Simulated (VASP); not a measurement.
# Cr (P6_3/mmc) in VASP: single point with LDA

Aim: the single point of Cr with LDA.

Program: VASP 6.6.1. These are calculated values, not measurements. Logs are shortened: lines on timing, memory, paths and dates and some standing lists are left out, and cuts for length are marked.

**1. The cell of the first run**

Symmetry: P6_3/mmc, No. 194, hexagonal system. The conventional cell has a = 2.714 Å, b = 2.714 Å, c = 4.410 Å, α = 90.00°, β = 90.00°, γ = 120.00°. Cr (site symmetry -6m2) has 12 Cr at 2.71 Å within 3.6 Å.

This isn't the form of Cr at room conditions, which is bcc.

**2. Single point, LDA, collinear spin, ferrimagnetic start**

The input, INCAR:

```
SYSTEM = Cr
PREC     = Accurate       ! precision mode
ENCUT    = 520            ! plane-wave cutoff, eV
EDIFF    = 1E-6           ! SCF threshold, eV
ISMEAR   = -1             ! smearing method
SIGMA    = 0.03           ! smearing width, eV
LREAL    = .False.        ! projectors in reciprocal space
LASPH    = .True.         ! aspherical terms in the spheres
NELM     = 150            ! most SCF steps
ALGO     = Normal         ! electronic algorithm
ISIF     = 2              ! what is computed and relaxed
LWAVE    = .False.        ! write WAVECAR
LCHARG   = .False.        ! write CHGCAR
ISPIN    = 2              ! spin polarisation
MAGMOM   = 3 3 3 -3       ! initial moments
LORBIT   = 11             ! projections on sites
LMAXMIX  = 4              ! l up to which the mixer works
NBANDS   = 36             ! bands
```

The input, KPOINTS:

```
regular mesh
0
Gamma
  6 10 6
  0 0 0
```

The input, POSCAR:

```
Cr
1.0
    0.0000000000      0.0000000000      4.4100000000
    2.7140000000      0.0000000000      0.0000000000
    0.0000000000      4.7007858918      0.0000000000
Cr
4
Direct
    0.2500000000      1.0000000000      0.3333333334
    0.2500000000      0.5000000000      0.8333333334
    0.7500000000      0.5000000000      0.1666666666
    0.7500000000      0.0000000000      0.6666666666
```

Potentials or basis: VASP PAW LDA potentials, release 64 (Cr_pv).

On the command line:

```sh
cat potpaw_LDA.64/Cr_pv/POTCAR > POTCAR
mpirun -np 1 vasp_std > vasp.out
```

OUTCAR:

```text
SYSTEM = Cr
   PREC = Accurate
   ENCUT = 520
   EDIFF = 1E-6
   ISMEAR = -1
   LREAL = .False.
   LASPH = .True.
   NELM = 150
   ISIF = 2
   ISPIN = 2
   LORBIT = 11

 ion  position               nearest neighbor table
   1  0.250  0.000  0.333-   4 2.71   4 2.71   3 2.71   3 2.71   3 2.71   3 2.71   2 2.71   2 2.71
                             2 2.71   2 2.71
   2  0.250  0.500  0.833-   3 2.71   3 2.71   4 2.71   4 2.71   4 2.71   4 2.71   1 2.71   1 2.71
                             1 2.71   1 2.71
   3  0.750  0.500  0.167-   2 2.71   2 2.71   1 2.71   1 2.71   1 2.71   1 2.71   4 2.71   4 2.71
                             4 2.71   4 2.71
   4  0.750  0.000  0.667-   1 2.71   1 2.71   2 2.71   2 2.71   2 2.71   2 2.71   3 2.71   3 2.71
                             3 2.71   3 2.71

  LATTYP: Found a simple orthorhombic cell.
 ALAT       =     2.7140000000
 B/A-ratio  =     1.6249078850
 C/A-ratio  =     1.7320508076

  Lattice vectors:

 A1 = (  -2.7140000000,   0.0000000000,   0.0000000000)
 A2 = (   0.0000000000,   0.0000000000,   4.4100000000)
 A3 = (   0.0000000000,   4.7007858918,   0.0000000000)

Analysis of symmetry for initial positions (statically):
=====================================================================
 Subroutine PRICEL returns following result:

  LATTYP: Found a hexagonal cell.
 ALAT       =     2.7140000000
 C/A-ratio  =     1.6249078850

  Lattice vectors:

 A1 = (  -2.7140000000,   0.0000000000,   0.0000000000)
 A2 = (   1.3570000000,  -2.3503929459,   0.0000000000)
 A3 = (   0.0000000000,   0.0000000000,   4.4100000000)

   2 primitive cells build up your supercell.

 Routine SETGRP: Setting up the symmetry group for a
 simple orthorhombic supercell.

 Subroutine GETGRP returns: Found  8 space group operations
 (whereof  4 operations were pure point group operations)
 out of a pool of  8 trial point group operations.

The static configuration has the point symmetry C_2h.
 The point group associated with its full space group is D_2h.

Analysis of symmetry for dynamics (positions and initial velocities):
=====================================================================
 Subroutine PRICEL returns following result:

  LATTYP: Found a hexagonal cell.
 ALAT       =     2.7140000000
 C/A-ratio  =     1.6249078850

  Lattice vectors:

 A1 = (  -2.7140000000,   0.0000000000,   0.0000000000)
 A2 = (   1.3570000000,  -2.3503929459,   0.0000000000)
 A3 = (   0.0000000000,   0.0000000000,   4.4100000000)

   2 primitive cells build up your supercell.

 Routine SETGRP: Setting up the symmetry group for a
 simple orthorhombic supercell.

 Subroutine GETGRP returns: Found  8 space group operations
 (whereof  4 operations were pure point group operations)
 out of a pool of  8 trial point group operations.

The dynamic configuration has the point symmetry C_2h.
 The point group associated with its full space group is D_2h.

Analysis of structural, dynamic, and magnetic symmetry:
=====================================================================
 Subroutine PRICEL returns:
 Original cell was already a primitive cell.

 Routine SETGRP: Setting up the symmetry group for a
 simple orthorhombic supercell.

 Subroutine GETGRP returns: Found  4 space group operations
 (whereof  2 operations were pure point group operations)
 out of a pool of  8 trial point group operations.

The overall configuration has the point symmetry C_1h.
 The point group associated with its full space group is C_2v.

 Subroutine INISYM returns: Found  4 space group operations
 (whereof  2 operations are pure point group operations),
 and found     1 'primitive' translations

----------------------------------------------------------------------------------------

                                     Primitive cell

  volume of cell :      56.2625

  direct lattice vectors                    reciprocal lattice vectors
     0.000000000  0.000000000  4.410000000     0.000000000  0.000000000  0.226757370
     2.714000000  0.000000000  0.000000000     0.368459838  0.000000000  0.000000000
     0.000000000  4.700785892  0.000000000     0.000000000  0.212730387  0.000000000

  length of vectors
     4.410000000  2.714000000  4.700785892     0.226757370  0.368459838  0.212730387
[... 42 lines left out ...]
  0.000000  0.000000  0.000000      1.000000
  0.166667  0.000000  0.000000      2.000000
  0.333333  0.000000  0.000000      2.000000
  0.500000  0.000000  0.000000      1.000000
  0.000000  0.100000  0.000000      2.000000
  0.166667  0.100000  0.000000      4.000000
[... 16 lines left out ...]
  0.333333  0.500000  0.000000      2.000000
  0.500000  0.500000  0.000000      1.000000
 [... further k-points ...]
   k-points           NKPTS =     96   k-points in BZ     NKDIM =     96   number of bands    NBANDS=     36
   number of dos      NEDOS =    301   number of ions     NIONS =      4
   total plane-waves  NPLWV =  25920
   dimension x,y,z NGX =    36 NGY =   20 NGZ =   36
   dimension x,y,z NGXF=    72 NGYF=   40 NGZF=   72
   ions per type =               4
   NGX,Y,Z   is equivalent  to a cutoff of  13.57, 12.25, 12.73 a.u.
   NGXF,Y,Z  is equivalent  to a cutoff of  27.14, 24.50, 25.46 a.u.
 SYSTEM =  Cr
   PREC   = accura    normal or accurate (medium, high low for compatibility)
   ISTART =      0    job   : 0-new  1-cont  2-samecut
   ICHARG =      2    charge: 1-file 2-atom 10-const
   ISPIN  =      2    spin polarized calculation?
   LNONCOLLINEAR =      F non collinear calculations
   LSORBIT =      F    spin-orbit coupling
   LASPH  =      T    aspherical Exc in radial PAW
   ENCUT  =  520.0 eV  38.22 Ry    6.18 a.u.   8.20  5.05  8.74*2*pi/ulx,y,z
   NELM   =    150;   NELMIN=  2; NELMDL= -5     # of ELM steps
   EDIFF  = 0.1E-05   stopping-criterion for ELM
   LREAL  =      F    real-space projection
   EDIFFG = 0.1E-04   stopping-criterion for IOM
   NSW    =      0    number of steps for IOM
   IBRION =     -1    ionic relax: 0-MD 1-quasi-New 2-CG
   NFREE  =      0    steps in history (QN), initial steepest desc. (CG)
   ISIF   =      2    stress and relaxation
   ISYM   =      2    0-nonsym 1-usesym 2-fastsym
   POTIM  = 0.5000    time-step for ionic-motion
   TEBEG  =    0.0;   TEEND  =   0.0 temperature during run
   PSTRESS=    0.0 pullay stress
   NELECT =      48.0000    total number of electrons
   NUPDOWN=      -1.0000    fix difference up-down
   EMIN   =  10.00;   EMAX   =-10.00  energy-range for DOS
   EFERMI =   0.00;   METHOD = LEGACY
   ISMEAR =    -1;   SIGMA  =   0.03  broadening in eV -4-tet -1-fermi 0-gaus
   EFERMI_NEDOS =   21; number of points for ismear=-14 and -15
   IALGO  =     38    algorithm
   IMIX   =      4    mixing-type and parameters
     AMIX     =   0.40;   BMIX     =  1.00
     AMIX_MAG =   1.60;   BMIX_MAG =  1.00
  volume/ion in A,a.u.               =      14.07        94.92
  Fermi-wavevector in a.u.,A,eV,Ry     =   1.552681  2.934142 32.801180  2.410819
  Thomas-Fermi vector in A             =   2.657021
   LORBIT       =     11    0 simple, 1 ext, 2 COOP (PROOUT), +10 PAW based schemes
   GGA     = CA    functional components
   LHFCALC =     F    Hartree Fock is set to
   AEXX    =    0.0000 exact exchange contribution
   IVDW    =     0    specifies the selected vdW correction
   LEPSILON=     F    determine dielectric tensor
   LRPA    =     F    only Hartree local field effects (RPA)
 spin polarized calculation
  energy-cutoff  :      520.00
  volume of cell :       56.26
 maximum number of plane-waves:      1540
 NGX is ok and might be reduce to    36
   NGX = 17   NGY = 11   NGZ = 17

 number of electron      48.0000012 magnetization       0.0002850

 number of electron      48.0000012 magnetization      -0.0004140

 Free energy of the ion-electron system (eV)
  ---------------------------------------------------
  ext. energy  EPLUGINS =         0.00000000
  ---------------------------------------------------
  free energy    TOTEN  =       -38.90914308 eV

  energy without entropy =      -38.87768243  energy(sigma->0) =      -38.89341275

 E-fermi :   8.0456     XC(G=0): -12.8666

 val. band max:        8.0450955056   @ k =   0.0000   0.3000   0.3333
 cond. band min:       8.0467949216   @ k =   0.1667   0.3000   0.5000
 fundamental gap:      0.0016994160
 Fermi energy:         8.0455851767

 spin component 1

 k-point     1 :       0.0000    0.0000    0.0000
  band No.  band energies     occupation
      1     -34.7406      1.00000
      2     -34.6852      1.00000
      3     -34.6139      1.00000
      4     -34.4794      1.00000
      5     -34.3802      1.00000
      6     -34.3684      1.00000
[... 925 lines left out ...]
     35      12.1283      0.00000
     36      12.1401      0.00000

 [... further k-points ...]

 spin component 2

 k-point     1 :       0.0000    0.0000    0.0000
  band No.  band energies     occupation
      1     -34.7408      1.00000
      2     -34.6853      1.00000
      3     -34.6141      1.00000
      4     -34.4796      1.00000
      5     -34.3805      1.00000
      6     -34.3687      1.00000
[... 925 lines left out ...]
     35      12.1282      0.00000
     36      12.1400      0.00000

 [... further k-points ...]

------------------------ aborting loop because EDIFF is reached ----------------------------------------

  FORCE on cell =-STRESS in cart. coord.  units (eV):
  Direction    XX          YY          ZZ          XY          YZ          ZX
  --------------------------------------------------------------------------------------
  -------------------------------------------------------------------------------------
  Total      -14.4304897    -14.7421696    -11.6849752      0.0000000      0.0000000      0.0000000
  in kB     -410.9346377   -419.8102921   -332.7510806      0.0000000      0.0000000      0.0000000
  external PRESSURE =    -387.8320034 kB  Pullay stress =       0.0000000 kB

 VOLUME and BASIS-vectors are now :
 -----------------------------------------------------------------------------
  energy-cutoff  :      520.00
  volume of cell :       56.26
      direct lattice vectors                 reciprocal lattice vectors
     0.000000000  0.000000000  4.410000000     0.000000000  0.000000000  0.226757370
     2.714000000  0.000000000  0.000000000     0.368459838  0.000000000  0.000000000
     0.000000000  4.700785892  0.000000000     0.000000000  0.212730387  0.000000000

 POSITION                                       TOTAL-FORCE (eV/Angst)
 -----------------------------------------------------------------------------------
      0.00000      1.56693      1.10250         0.000000     -0.009124      0.000000
      1.35700      3.91732      1.10250         0.000000     -0.009363      0.000000
      1.35700      0.78346      3.30750         0.000000      0.009248      0.000000
      0.00000      3.13386      3.30750         0.000000      0.009239      0.000000
 -----------------------------------------------------------------------------------
    total drift:                               -0.000000     -0.000025      0.000000

  FREE ENERGIE OF THE ION-ELECTRON SYSTEM (eV)
  ---------------------------------------------------
  free  energy   TOTEN  =       -38.9091430766 eV

  energy  without entropy=      -38.8776824263  energy(sigma->0) =      -38.89341275

 total charge

# of ion       s       p       d       tot
------------------------------------------
    1        0.377   6.272   4.080  10.729
    2        0.377   6.272   4.080  10.729
    3        0.377   6.272   4.079  10.729
    4        0.377   6.272   4.079  10.729
--------------------------------------------------
tot          1.510  25.088  16.318  42.916

 magnetization (x)

# of ion       s       p       d       tot
------------------------------------------
    1        0.003   0.004   0.275   0.282
    2       -0.003  -0.004  -0.276  -0.282
    3        0.005   0.005   0.394   0.404
    4       -0.005  -0.005  -0.395  -0.404
--------------------------------------------------
tot         -0.000   0.000  -0.001  -0.001
```

It took 12 min on 1 thread of Intel Xeon Platinum 8488C (Sapphire Rapids), shared host; peak memory 0.34 GiB.

Results:

* Free energy: -38.9091 eV
* Pressure: -38.8 GPa
* Largest force: 0.009 eV/Å
* Band gap on the k mesh: zero (filled and empty bands overlap)
* Net moment: 0.00 μB per cell
* Site moments: Cr +0.28, -0.28, +0.40, -0.40 μB
* Valence electrons inside the program's atomic spheres: Cr 10.73

Forces on the atoms (eV/Å):
```
Cr   0.000 -0.009  0.000
Cr   0.000 -0.009  0.000
Cr   0.000  0.009  0.000
Cr   0.000  0.009  0.000
```

Caveat: the stress differs along the axes, from -42 to -33 GPa.
